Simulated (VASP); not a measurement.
Here is a VASP 6.6.1 calculation.

INCAR

```
PREC = Accurate
ENCUT = 520
EDIFF = 1E-6
ISMEAR = -1
SIGMA = 0.05
LREAL = F
LASPH = T
NELM = 100
ALGO = Normal
ISIF = 2
LWAVE = F
LCHARG = F
NBANDS = 12
```

File KPOINTS:

```
Automatic mesh
0
Gamma
  24 24 24
```

The input POSCAR:

```
Ag
1.0
    0.0000000000      1.9604320809      1.9604320809
    1.9604320809      0.0000000000      1.9604320809
    1.9604320809      1.9604320809      0.0000000000
Ag
1
Direct
    0.0000000000      0.0000000000      0.0000000000
```

Potentials or basis: VASP PAW LDA potentials, release 64 (Ag).

The run is started by

```console
$ cat potpaw_LDA.64/Ag/POTCAR > POTCAR
$ mpirun -np 1 vasp_std > vasp.out
```

(1) What does it give for the pressure?

Results:

(1) 10.2 GPa.
